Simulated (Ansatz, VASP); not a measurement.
# N: VASP beside Ansatz

```xyz
8
Lattice="5.5605 0.0000 0.0000 0.0000 5.5605 0.0000 0.0000 0.0000 5.5605" Properties=species:S:1:pos:R:3 pbc="T T T"
N     0.3192    2.4611    3.0994
N     2.4611    3.0994    0.3192
N     3.0994    0.3192    2.4611
N     5.2414    5.2414    5.2414
N     5.2414    3.0994    2.4611
N     3.0994    2.4611    5.2414
N     2.4611    5.2414    3.0994
N     0.3192    0.3192    0.3192
```

Alike in both runs: task relaxation of cell and atoms; functional r2SCAN; k mesh 5 × 5 × 5; occupations fermi-dirac, width 0.05 eV; no spin polarisation.

|  | VASP | Ansatz |
| --- | --- | --- |
| version | VASP 6.6.1 | Ansatz 0.2.0 |
| potentials or method | VASP PAW PBE potentials, release 64 (N) | Ansatz PAW |
| plane-wave cutoff (eV) | 600 | 500 |
| valence electrons in the cell | 40 | 40 |

|  | VASP | Ansatz | Ansatz less VASP |
| --- | --- | --- | --- |
| gap on the k mesh at the Fermi level, each at its own relaxed structure (eV) | 7.97 | 8.25 | +0.278 |
| relaxed volume (Å³/atom) | 22.29 | 23.60 | +1.304 |
| relaxed length of the cell vector where the two differ most in proportion (Å) | 5.629 | 5.737 | +0.1077 |

VASP's potentials were made for PBE, not for r2SCAN. One of these differences is far larger than is usual between the two programs; its cause wasn't traced.

Noted on VASP's run: the standard files for N, O and F lose accuracy on very short bonds. Noted on Ansatz's run: odd divisions of the mesh miss points on the zone boundary, where band edges often lie, so the gap on the mesh can be too wide; the plane-wave basis is chosen anew once the cell has moved, so the energies of steps on either side of that aren't comparable.
